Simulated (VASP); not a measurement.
# InP in VASP: a series of runs, part 2 of 3

VASP 6.6.1.

### Step 3. Single point, r2SCAN (in-plane strain +0.01)

Input file POSCAR:

```
InP
1.0
    2.9832048952      2.9832048952      0.0000000000
   -2.9832048952      2.9832048952      0.0000000000
    0.0000000000      2.9832048952      2.9359462038
In P
1 1
Direct
    0.0000000000      0.0000000000      0.0000000000
    0.7500000000      0.2500000000      0.5000000000
```

Input file INCAR.step1:

```
PREC = Accurate ; ENCUT = 520
ISMEAR = 0 ; SIGMA = 0.01
LREAL = F ; LASPH = T
NELM = 100 ; NBANDS = 16
GGA = PE ; ALGO = Normal
EDIFF = 1E-4 ; LWAVE = T
LCHARG = F
```

Input file INCAR.step2:

```
PREC = Accurate ; ENCUT = 520
EDIFF = 1E-6 ; ISMEAR = 0
SIGMA = 0.01 ; LREAL = F
LASPH = T ; NELM = 100
ALGO = Normal ; ISIF = 2
LWAVE = F ; LCHARG = T
METAGGA = R2SCAN ; LMIXTAU = T
LELF = T ; LVHAR = T
NBANDS = 16 ; ISTART = 1
```

Input file KPOINTS:

```
Automatic mesh
0
Gamma
  8 8 8
```

Potentials or basis: VASP PAW PBE potentials, release 64 (In_d, P).

Launch:

```sh
$ cat potpaw_PBE.64/In_d/POTCAR potpaw_PBE.64/P/POTCAR > POTCAR
$ cp INCAR.step1 INCAR
$ mpirun -np 1 vasp_std > vasp.out
$ cp INCAR.step2 INCAR
$ mpirun -np 1 vasp_std > vasp.out
```

OUTCAR:

```text
PREC = Accurate
   ENCUT = 520
   EDIFF = 1E-6
   ISMEAR = 0
   LREAL = F
   LASPH = T
   NELM = 100
   ISIF = 2
   METAGGA = R2SCAN
   ISTART = 1

 ion  position               nearest neighbor table
   1  0.000  0.000  0.000-   2 2.57   2 2.57   2 2.57   2 2.57
   2  0.750  0.250  0.500-   1 2.57   1 2.57   1 2.57   1 2.57

  LATTYP: Found a body centered tetragonal cell.
 ALAT       =     4.2188888221
 C/A-ratio  =     1.3918101792

  Lattice vectors:

[... 192 lines left out ...]
      6      -7.1336      2.00000
[... 433 lines left out ...]
      3      -9.9429      2.00000
      4      -9.8212      2.00000
      5      -9.8164      2.00000
      6      -6.1225      2.00000
[... 8 lines left out ...]
     15      14.6817      0.00000
     16      15.4949      0.00000

 [... further k-points ...]
[... 5 lines left out ...]
  --------------------------------------------------------------------------------------
  -------------------------------------------------------------------------------------
  Total       -0.4151839     -0.4151839     -0.1862660      0.0000000      0.0000000      0.0000000
  in kB      -12.7293679    -12.7293679     -5.7108375      0.0000000      0.0000000      0.0000000
  external PRESSURE =     -10.3898578 kB  Pullay stress =       0.0000000 kB

 VOLUME and BASIS-vectors are now :
 -----------------------------------------------------------------------------
  energy-cutoff  :      520.00
  volume of cell :       52.26
      direct lattice vectors                 reciprocal lattice vectors
     2.983204895  2.983204895  0.000000000     0.167604981  0.167604981 -0.170302848
    -2.983204895  2.983204895  0.000000000    -0.167604981  0.167604981 -0.170302848
     0.000000000  2.983204895  2.935946204     0.000000000  0.000000000  0.340605696

 POSITION                                       TOTAL-FORCE (eV/Angst)
 -----------------------------------------------------------------------------------
      0.00000      0.00000      0.00000         0.000000     -0.000000      0.000000
      1.49160      4.47481      1.46797        -0.000000      0.000000      0.000000
 -----------------------------------------------------------------------------------
    total drift:                                0.000001     -0.000000      0.000000

  FREE ENERGIE OF THE ION-ELECTRON SYSTEM (eV)
  ---------------------------------------------------
  free  energy   TOTEN  =       -32.2937347275 eV

  energy  without entropy=      -32.2937347275  energy(sigma->0) =      -32.29373473
```

OUTCAR.step1:

```text
PREC = Accurate
   ENCUT = 520
   ISMEAR = 0
   LREAL = F
   LASPH = T
[... 677 lines left out ...]
 -----------------------------------------------------------------------------------
      0.00000      0.00000      0.00000         0.000000      0.000000      0.000000
      1.49160      4.47481      1.46797        -0.000000     -0.000000      0.000000
 -----------------------------------------------------------------------------------
    total drift:                                0.000001     -0.000000     -0.000000

  FREE ENERGIE OF THE ION-ELECTRON SYSTEM (eV)
  ---------------------------------------------------
  free  energy   TOTEN  =        -8.4036040784 eV

  energy  without entropy=       -8.4036040784  energy(sigma->0) =       -8.40360408
```

OSZICAR.step1:

```text
N       E                     dE             d eps       ncg     rms          rms(c)
DAV:   1     0.113090912792E+03    0.11309E+03   -0.84505E+03  1888   0.125E+03
DAV:   2    -0.119733739248E+01   -0.11429E+03   -0.10956E+03  2088   0.297E+02
DAV:   3    -0.860365776555E+01   -0.74063E+01   -0.73697E+01  2456   0.745E+01
DAV:   4    -0.880132452308E+01   -0.19767E+00   -0.19761E+00  2448   0.132E+01
DAV:   5    -0.881023760270E+01   -0.89131E-02   -0.89129E-02  2808   0.238E+00    0.535E+00
DAV:   6    -0.842757726242E+01    0.38266E+00   -0.61916E-01  3048   0.124E+01    0.321E+00
DAV:   7    -0.840217027511E+01    0.25407E-01   -0.15185E-01  2680   0.297E+00    0.122E+00
DAV:   8    -0.840274273406E+01   -0.57246E-03   -0.14355E-02  2400   0.139E+00    0.281E-01
DAV:   9    -0.840338165157E+01   -0.63892E-03   -0.12969E-03  2464   0.398E-01    0.145E-01
DAV:  10    -0.840352402195E+01   -0.14237E-03   -0.20364E-04  2264   0.175E-01    0.823E-02
DAV:  11    -0.840360407839E+01   -0.80056E-04   -0.14768E-04  2272   0.110E-01
   1 F= -.84036041E+01 E0= -.84036041E+01  d E =-.277980E-25
```

Wall time 3 min (1 thread of Intel Xeon Platinum 8259CL at 2.50GHz (Skylake/Cascade Lake), shared host); peak memory 0.2 GiB.

Results:

- Free energy: -32.2937 eV
- Pressure: -1.0 GPa
- Band gap on the k mesh: 0.90 eV, direct

Caveat: the cell differs from its parent crystal (in-plane strain +0.01); the PAW data sets were made with another functional, which shifts forces and pressure a little; spin-orbit coupling is left out, which moves the levels of the heavy elements.

### Step 4. Single point, r2SCAN

This run uses another cell than the first one, of 25.77 Å³/atom, 0.992 times its volume.

Input file POSCAR:

```
InP
1.0
    2.9536682131      2.9536682131      0.0000000000
   -2.9536682131      2.9536682131      0.0000000000
    0.0000000000      2.9536682131      2.9536682131
In P
1 1
Direct
    0.0000000000      0.0000000000      0.0000000000
    0.7500000000      0.2500000000      0.5000000000
```

Input file INCAR.step1:

```
SYSTEM = InP
  PREC = Accurate
  ENCUT = 520
  ISMEAR = -1
  SIGMA = 0.08
  LREAL = .FALSE.
  LASPH = .TRUE.
  NELM = 60
  NBANDS = 16
  GGA = PE
  ALGO = Normal
  EDIFF = 1E-4
  LWAVE = .TRUE.
  LCHARG = .FALSE.
```

Input file INCAR.step2:

```
SYSTEM = InP
  PREC = Accurate
  ENCUT = 520
  EDIFF = 1E-6
  ISMEAR = -1
  SIGMA = 0.08
  LREAL = .FALSE.
  LASPH = .TRUE.
  NELM = 60
  ALGO = Normal
  ISIF = 2
  LWAVE = .FALSE.
  LCHARG = .FALSE.
  METAGGA = R2SCAN
  LMIXTAU = .TRUE.
  NBANDS = 16
  ISTART = 1
```

Input file KPOINTS:

```
Automatic mesh
0
G
  12 12 12
  0 0 0
```

Potentials or basis: VASP PAW PBE potentials, release 64 (In_d, P).

Launch:

```sh
$ cat potpaw_PBE.64/In_d/POTCAR potpaw_PBE.64/P/POTCAR > POTCAR
$ cp INCAR.step1 INCAR
$ mpirun -np 1 vasp_std > vasp.out
$ cp INCAR.step2 INCAR
$ mpirun -np 1 vasp_std > vasp.out
```

OUTCAR:

```text
SYSTEM = InP
   PREC = Accurate
   ENCUT = 520
   EDIFF = 1E-6
   ISMEAR = -1
   LREAL = .FALSE.
   LASPH = .TRUE.
   NELM = 60
   ISIF = 2
   METAGGA = R2SCAN
   ISTART = 1

 ion  position               nearest neighbor table
   1  0.000  0.000  0.000-   2 2.56   2 2.56   2 2.56   2 2.56
   2  0.750  0.250  0.500-   1 2.56   1 2.56   1 2.56   1 2.56

  LATTYP: Found a face centered cubic cell.
 ALAT       =     5.9073364262

  Lattice vectors:

 A1 = (   0.0000000000,   2.9536682131,   2.9536682131)
 A2 = (   2.9536682131,   0.0000000000,   2.9536682131)
 A3 = (   2.9536682131,   2.9536682131,   0.0000000000)

Analysis of symmetry for initial positions (statically):
=====================================================================
 Subroutine PRICEL returns:
 Original cell was already a primitive cell.

 Routine SETGRP: Setting up the symmetry group for a
 face centered cubic supercell.

 Subroutine GETGRP returns: Found 24 space group operations
 (whereof 24 operations were pure point group operations)
 out of a pool of 48 trial point group operations.

The static configuration has the point symmetry T_d .

Analysis of symmetry for dynamics (positions and initial velocities):
=====================================================================
 Subroutine PRICEL returns:
 Original cell was already a primitive cell.

 Routine SETGRP: Setting up the symmetry group for a
 face centered cubic supercell.

 Subroutine GETGRP returns: Found 24 space group operations
 (whereof 24 operations were pure point group operations)
 out of a pool of 48 trial point group operations.

The dynamic configuration has the point symmetry T_d .

 Subroutine INISYM returns: Found 24 space group operations
 (whereof 24 operations are pure point group operations),
 and found     1 'primitive' translations

----------------------------------------------------------------------------------------

                                     Primitive cell

  volume of cell :      51.5365

  direct lattice vectors                    reciprocal lattice vectors
     2.953668213  2.953668213  0.000000000     0.169281031  0.169281031 -0.169281031
    -2.953668213  2.953668213  0.000000000    -0.169281031  0.169281031 -0.169281031
     0.000000000  2.953668213  2.953668213     0.000000000  0.000000000  0.338562062

  length of vectors
     4.177117646  4.177117646  4.177117646     0.293203346  0.293203346  0.338562062

  position of ions in fractional coordinates (direct lattice)
     0.000000000  0.000000000  0.000000000
     0.750000000  0.250000000  0.500000000

  ion indices of the primitive-cell ions
   primitive index   ion index
                 1           1
                 2           2

----------------------------------------------------------------------------------------

 KPOINTS: Automatic mesh

Automatic generation of k-mesh.
 Grid dimensions read from file:
 generate k-points for:   12   12   12

 Generating k-lattice:

  Cartesian coordinates                     Fractional coordinates (reciprocal lattice)
     0.014106753  0.014106753 -0.014106753     0.083333333  0.000000000  0.000000000
    -0.014106753  0.014106753 -0.014106753     0.000000000  0.083333333  0.000000000
     0.000000000  0.000000000  0.028213505     0.000000000  0.000000000  0.083333333

  Length of vectors
     0.024433612  0.024433612  0.028213505

  Shift w.r.t. Gamma in fractional coordinates (k-lattice)
     0.000000000  0.000000000  0.000000000

 Subroutine IBZKPT returns following result:
 ===========================================

 Found     72 irreducible k-points:

 Following reciprocal coordinates:
            Coordinates               Weight
  0.000000  0.000000  0.000000      1.000000
  0.083333  0.000000  0.000000      8.000000
  0.166667  0.000000  0.000000      8.000000
  0.250000  0.000000  0.000000      8.000000
  0.333333  0.000000  0.000000      8.000000
  0.416667  0.000000  0.000000      8.000000
[... 16 lines left out ...]
  0.500000  0.166667  0.000000     24.000000
 -0.416667  0.166667  0.000000     24.000000
 [... further k-points ...]
   k-points           NKPTS =     72   k-points in BZ     NKDIM =     72   number of bands    NBANDS=     16
   number of dos      NEDOS =    301   number of ions     NIONS =      2
   total plane-waves  NPLWV =  32768
   dimension x,y,z NGX =    32 NGY =   32 NGZ =   32
   dimension x,y,z NGXF=    64 NGYF=   64 NGZF=   64
   ions per type =               1   1
   NGX,Y,Z   is equivalent  to a cutoff of  12.74, 12.74, 12.74 a.u.
   NGXF,Y,Z  is equivalent  to a cutoff of  25.47, 25.47, 25.47 a.u.
 SYSTEM =  InP
   PREC   = accura    normal or accurate (medium, high low for compatibility)
   ISTART =      1    job   : 0-new  1-cont  2-samecut
   ICHARG =      0    charge: 1-file 2-atom 10-const
   ISPIN  =      1    spin polarized calculation?
   LNONCOLLINEAR =      F non collinear calculations
   LSORBIT =      F    spin-orbit coupling
   LASPH  =      T    aspherical Exc in radial PAW
   ENCUT  =  520.0 eV  38.22 Ry    6.18 a.u.   7.77  7.77  7.77*2*pi/ulx,y,z
   NELM   =     60;   NELMIN=  2; NELMDL=  0     # of ELM steps
   EDIFF  = 0.1E-05   stopping-criterion for ELM
   LREAL  =      F    real-space projection
   EDIFFG = 0.1E-04   stopping-criterion for IOM
   NSW    =      0    number of steps for IOM
   IBRION =     -1    ionic relax: 0-MD 1-quasi-New 2-CG
   NFREE  =      0    steps in history (QN), initial steepest desc. (CG)
   ISIF   =      2    stress and relaxation
   ISYM   =      2    0-nonsym 1-usesym 2-fastsym
   POTIM  = 0.5000    time-step for ionic-motion
   TEBEG  =    0.0;   TEEND  =   0.0 temperature during run
   PSTRESS=    0.0 pullay stress
   NELECT =      18.0000    total number of electrons
   NUPDOWN=      -1.0000    fix difference up-down
   EMIN   =  10.00;   EMAX   =-10.00  energy-range for DOS
   EFERMI =   0.00;   METHOD = LEGACY
   ISMEAR =    -1;   SIGMA  =   0.08  broadening in eV -4-tet -1-fermi 0-gaus
   EFERMI_NEDOS =   21; number of points for ismear=-14 and -15
   IALGO  =     38    algorithm
   IMIX   =      4    mixing-type and parameters
     AMIX     =   0.40;   BMIX     =  1.00
     AMIX_MAG =   1.60;   BMIX_MAG =  1.00
  volume/ion in A,a.u.               =      25.77       173.89
  Fermi-wavevector in a.u.,A,eV,Ry     =   1.152906  2.178677 18.084763  1.329193
  Thomas-Fermi vector in A             =   2.289554
   LORBIT       =      0    0 simple, 1 ext, 2 COOP (PROOUT), +10 PAW based schemes
   METAGGA = R2SCAN    functional components
   LHFCALC =     F    Hartree Fock is set to
   AEXX    =    0.0000 exact exchange contribution
   IVDW    =     0    specifies the selected vdW correction
   LEPSILON=     F    determine dielectric tensor
   LRPA    =     F    only Hartree local field effects (RPA)
 non-spin polarized calculation
  energy-cutoff  :      520.00
  volume of cell :       51.54
 maximum number of plane-waves:      1411
   NGX = 15   NGY = 15   NGZ = 15

 number of electron      18.0000009 magnetization

 Free energy of the ion-electron system (eV)
  ---------------------------------------------------
  ext. energy  EPLUGINS =         0.00000000
  ---------------------------------------------------
  free energy    TOTEN  =       -32.29889093 eV

  energy without entropy =      -32.29888205  energy(sigma->0) =      -32.29888649

 E-fermi :   5.3748     XC(G=0):  -9.7715

 val. band max:        4.7540664324   @ k =   0.0000   0.0000   0.0000
 cond. band min:       5.7851116187   @ k =   0.0000   0.0000   0.0000
 fundamental gap:      1.0310451864
 Fermi energy:         5.3747945186

 k-point     1 :       0.0000    0.0000    0.0000
  band No.  band energies     occupation
      1      -9.8563      2.00000
      2      -9.8563      2.00000
      3      -9.8563      2.00000
      4      -9.6896      2.00000
      5      -9.6896      2.00000
      6      -7.0819      2.00000
[... 8 lines left out ...]
     15      14.6393      0.00000
     16      14.6393      0.00000

 k-point     2 :       0.0833    0.0000    0.0000
  band No.  band energies     occupation
      1      -9.8654      2.00000
      2      -9.8528      2.00000
      3      -9.8528      2.00000
      4      -9.6895      2.00000
      5      -9.6895      2.00000
      6      -7.0004      2.00000
[... 8 lines left out ...]
     15      14.2601      0.00000
     16      14.2601      0.00000
[... 387 lines left out ...]
      5      -9.6737      2.00000
      6      -5.2355      2.00000
[... 8 lines left out ...]
     15      15.9831      0.00000
     16      16.2716      0.00000

 k-point    24 :      -0.4167    0.1667    0.0000
  band No.  band energies     occupation
      1      -9.9787      2.00000
      2      -9.8082      2.00000
      3      -9.8005      2.00000
      4      -9.7005      2.00000
      5      -9.6719      2.00000
      6      -5.5732      2.00000
[... 8 lines left out ...]
     15      15.8460      0.00000
     16      15.9131      0.00000

 [... further k-points ...]
[... 5 lines left out ...]
  --------------------------------------------------------------------------------------
  -------------------------------------------------------------------------------------
  Total       -0.0355098     -0.0355098     -0.0355098      0.0000000      0.0000000      0.0000000
  in kB       -1.1039358     -1.1039358     -1.1039358      0.0000000      0.0000000      0.0000000
  external PRESSURE =      -1.1039358 kB  Pullay stress =       0.0000000 kB

 VOLUME and BASIS-vectors are now :
 -----------------------------------------------------------------------------
  energy-cutoff  :      520.00
  volume of cell :       51.54
      direct lattice vectors                 reciprocal lattice vectors
     2.953668213  2.953668213  0.000000000     0.169281031  0.169281031 -0.169281031
    -2.953668213  2.953668213  0.000000000    -0.169281031  0.169281031 -0.169281031
     0.000000000  2.953668213  2.953668213     0.000000000  0.000000000  0.338562062

 POSITION                                       TOTAL-FORCE (eV/Angst)
 -----------------------------------------------------------------------------------
      0.00000      0.00000      0.00000         0.000000     -0.000000      0.000000
      1.47683      4.43050      1.47683        -0.000000      0.000000      0.000000
 -----------------------------------------------------------------------------------
    total drift:                                0.000005     -0.000000      0.000000

  FREE ENERGIE OF THE ION-ELECTRON SYSTEM (eV)
  ---------------------------------------------------
  free  energy   TOTEN  =       -32.2988909289 eV

  energy  without entropy=      -32.2988820465  energy(sigma->0) =      -32.29888649
```

Run time: 3.5 min. Hardware: 1 thread of Intel Xeon Platinum 8259CL at 2.50GHz (Skylake/Cascade Lake), shared host; peak memory 0.21 GiB.

What came out:

* Free energy: -32.2989 eV
* Pressure: -0.1 GPa
* Band gap on the k mesh: 1.03 eV, direct

Caveat: the PAW data sets were made with another functional, which shifts forces and pressure a little; spin-orbit coupling is left out, which moves the levels of the heavy elements.

(Part 2 of 3 ends here.)
